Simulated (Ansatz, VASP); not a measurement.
AlNi3 in VASP and in Ansatz

Contents of INCAR:

```
SYSTEM = AlNi3
ALGO = Fast ; EDIFF = 1E-6
ENCUT = 520 ; GGA = PS
ISIF = 2 ; ISMEAR = 1
LASPH = .TRUE. ; LCHARG = .TRUE.
LELF = .TRUE. ; LREAL = .FALSE.
LVHAR = .TRUE. ; LWAVE = .FALSE.
NBANDS = 24 ; NELM = 60
PREC = Accurate ; SIGMA = 0.5
```

The input KPOINTS:

```
k-points
0
G
  14 14 14
  0 0 0
```

POSCAR

```
AlNi3
1.0
    0.0000000000      2.8018887551      2.8018887551
    2.8018887551      0.0000000000      2.8018887551
    2.8018887551      2.8018887551      0.0000000000
Al Ni
1 3
Direct
    0.5000000000      0.5000000000      0.5000000000
    0.2500000000      0.2500000000      0.2500000000
    0.0000000000      0.0000000000      0.0000000000
    0.7500000000      0.7500000000      0.7500000000
```

Input for Ansatz:

```yaml
crystal:
  lattice:
    - [0.0, 2.8018887551, 2.8018887551]
    - [2.8018887551, 0.0, 2.8018887551]
    - [2.8018887551, 2.8018887551, 0.0]
  atoms:
    - { symbol: Al, position: [0.5, 0.5, 0.5] }
    - { symbol: Ni, position: [0.25, 0.25, 0.25] }
    - { symbol: Ni, position: [0.0, 0.0, 0.0] }
    - { symbol: Ni, position: [0.75, 0.75, 0.75] }
basis:
  ecutwfc: 420
kpoints:
  mp_grid: { grid: [14, 14, 14] }
hamiltonian:
  xc: pbesol
scf:
  occupations: { method: methfessel_paxton, width: 0.5 }
output:
  forces: true
  stress: true
  eigenvalues: true
```

Alike in both runs: task single point; functional PBEsol; k mesh 14 × 14 × 14; occupations methfessel-paxton of order 1, width 0.5 eV; no spin polarisation.

```csv
,VASP,Ansatz
version,VASP 6.6.1,Ansatz 0.2.0
potentials or method,"VASP PAW PBE potentials, release 64 (Al, Ni), cutoff 520 eV","scalar-relativistic, plane waves, PAW"
valence electrons in the cell,33,57
```

```csv
,VASP,Ansatz,Ansatz less VASP
gap on the k mesh at the Fermi level (eV),none,none,-
pressure (GPa),-0.9,-1.1,-0.11
```

VASP's potentials were made for PBE, not for PBEsol. A gap of «none» marks a metal or a gap that the smearing closes. VASP's potentials hold 33 valence electrons a cell and Ansatz's 57, so a difference there can come from the potentials and not from the codes.
